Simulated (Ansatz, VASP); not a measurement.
## BiPbBrO2: VASP beside Ansatz

Contents of INCAR:

```
SYSTEM = BiPbBrO2
PREC = Accurate
ENCUT = 520
EDIFF = 1E-6
ISMEAR = 0
SIGMA = 0.05
LREAL = .FALSE.
LASPH = .TRUE.
NELM = 100
ALGO = Normal
ISIF = 2
LWAVE = .FALSE.
LCHARG = .TRUE.
LELF = .TRUE.
LVHAR = .TRUE.
NBANDS = 32
```

The input KPOINTS:

```
regular mesh
0
G
  10 10 10
  0 0 0
```

Contents of POSCAR:

```
BiPbBrO2
1.0
   -2.0049510000      2.0049510000      6.5965800000
    2.0049510000     -2.0049510000      6.5965800000
    2.0049510000      2.0049510000     -6.5965800000
Bi Pb Br O
1 1 1 2
Direct
    0.3404330000      0.3404330000      0.0000000000
    0.6521740000      0.6521740000      0.0000000000
    0.9940500000      0.9940500000      0.0000000000
    0.7566710000      0.2566710000      0.5000000000
    0.2566710000      0.7566710000      0.5000000000
```

Input for Ansatz:

```yaml
crystal:
  lattice:
    - [-2.004951, 2.004951, 6.59658]
    - [2.004951, -2.004951, 6.59658]
    - [2.004951, 2.004951, -6.59658]
  atoms:
    - { symbol: Bi, position: [0.340433, 0.340433, 0.0] }
    - { symbol: Pb, position: [0.652174, 0.652174, 0.0] }
    - { symbol: Br, position: [0.99405, 0.99405, 0.0] }
    - { symbol: O, position: [0.756671, 0.256671, 0.5] }
    - { symbol: O, position: [0.256671, 0.756671, 0.5] }
basis:
  ecutwfc: 420
kpoints:
  mp_grid: { grid: [10, 10, 10] }
hamiltonian:
  xc: lda
scf:
  occupations: { method: gaussian, width: 0.05 }
output:
  forces: true
  stress: true
  eigenvalues: true
```

Alike in both runs: task single point; functional LDA; k mesh 10 × 10 × 10; occupations gaussian, width 0.05 eV; no spin polarisation.

|  | VASP | Ansatz |
| --- | --- | --- |
| version | VASP 6.6.1 | Ansatz 0.2.0 |
| potentials or method | VASP PAW LDA potentials, release 64 (Bi_d, Pb_d, Br, O), cutoff 520 eV | scalar-relativistic, plane waves, PAW |
| valence electrons in the cell | 48 | 48 |

|  | VASP | Ansatz | Ansatz less VASP |
| --- | --- | --- | --- |
| gap on the k mesh at the Fermi level (eV) | 1.68 | 1.70 | +0.017 |
| least direct gap on the mesh (eV) | 1.98 | 1.99 | +0.009 |
| pressure (GPa) | -5.9 | -6.1 | -0.21 |
| traceless stress, the component that is largest in VASP (GPa) | 0.47 | 0.52 | +0.044 |
| rms of the force components (eV/Å) | 0.224 | 0.249 | +0.0247 |

LDA's correlation is that of Perdew and Zunger in VASP and of Perdew and Wang (1992) in Ansatz. Atom by atom the forces differ by 0.026 eV/Å (rms over components).

Spin-orbit coupling is off throughout.
